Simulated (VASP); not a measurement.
Here is a VASP 6.6.1 calculation.

File INCAR:

```
ALGO = Normal
EDIFF = 1E-6
ENCUT = 520
GGA = PS
ISIF = 2
ISMEAR = 0
LASPH = T
LCHARG = T
LELF = T
LREAL = F
LVHAR = T
LWAVE = F
NBANDS = 15
NELM = 60
PREC = Accurate
SIGMA = 0.05
```

File KPOINTS:

```
k-points
0
Gamma
  6 6 6
```

File POSCAR:

```
RbBr
1.0
    4.1260773000      0.0000000000      0.0000000000
    0.0000000000      4.1260773000      0.0000000000
    0.0000000000      0.0000000000      4.1260773000
Rb Br
1 1
Direct
    0.0000000000      0.0000000000      0.0000000000
    0.5000000000      0.5000000000      0.5000000000
```

Potentials or basis: VASP PAW PBE potentials, release 64 (Rb_sv, Br).

Launch:

```console
$ cat potpaw_PBE.64/Rb_sv/POTCAR potpaw_PBE.64/Br/POTCAR > POTCAR
$ mpirun -np 1 vasp_std > vasp.out
```

Problem. What does it give for the pressure?

Solution. -0.6 GPa.

Problem. What does it give for the band gap on the k mesh?

Solution. 3.90 eV, indirect (least direct gap 4.06 eV).

Caveat: the PAW data sets were made with another functional, which shifts forces and pressure a little. A k mesh can miss the band edges.
